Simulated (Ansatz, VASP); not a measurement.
## TiC: VASP beside Ansatz

File INCAR:

```
SYSTEM = TiC
PREC = Accurate
ENCUT = 520
EDIFF = 1E-6
ISMEAR = 0
SIGMA = 0.15
LREAL = .False.
LASPH = .True.
NELM = 60
ALGO = Normal
ISIF = 2
LWAVE = .False.
LCHARG = .False.
GGA = PE
NBANDS = 15
```

The input KPOINTS:

```
regular mesh
0
Gamma
  8 8 8
  0 0 0
```

File POSCAR:

```
TiC
1.0
    0.0000000000      2.1556951519      2.1556951519
    2.1556951519      0.0000000000      2.1556951519
    2.1556951519      2.1556951519      0.0000000000
Ti C
1 1
Direct
    0.0312300000      0.9477500000      0.9829100000
    0.4518000000      0.5228900000      0.4879700000
```

Input for Ansatz:

```yaml
crystal:
  lattice:
    - [0.0, 2.1556951518941037, 2.1556951518941037]
    - [2.1556951518941037, 0.0, 2.1556951518941037]
    - [2.1556951518941037, 2.1556951518941037, 0.0]
  atoms:
    - { symbol: Ti, position: [0.03123, 0.94775, 0.98291] }
    - { symbol: C, position: [0.4518, 0.52289, 0.48797] }
basis:
  ecutwfc: 540.0
  xc_grid: 2
kpoints:
  mp_grid:
    grid: [8, 8, 8]
hamiltonian:
  xc: pbe
scf:
  convergence:
    dr2_threshold: 1.0e-09
  occupations:
    method: gaussian
    width: 0.15
output:
  forces: true
  stress: true
```

Alike in both runs: task single point; functional PBE; k mesh 8 × 8 × 8; occupations gaussian, width 0.15 eV; no spin polarisation.

|  | VASP | Ansatz |
| --- | --- | --- |
| version | VASP 6.6.1 | Ansatz 0.2.0 |
| potentials or method | VASP PAW PBE potentials, release 64 (Ti_sv, C), cutoff 520 eV | plane waves, PAW |
| valence electrons in the cell | 16 | 16 |

|  | VASP | Ansatz | Ansatz less VASP |
| --- | --- | --- | --- |
| pressure (GPa) | 10.9 | 10.6 | -0.24 |
| traceless stress, the component that is largest in VASP (GPa) | -6.62 | -6.57 | +0.051 |
| rms of the force components (eV/Å) | 1.226 | 1.220 | -0.0062 |

Atom by atom the forces differ by 0.006 eV/Å (rms over components). Ansatz's warnings: stress scf threshold loose.
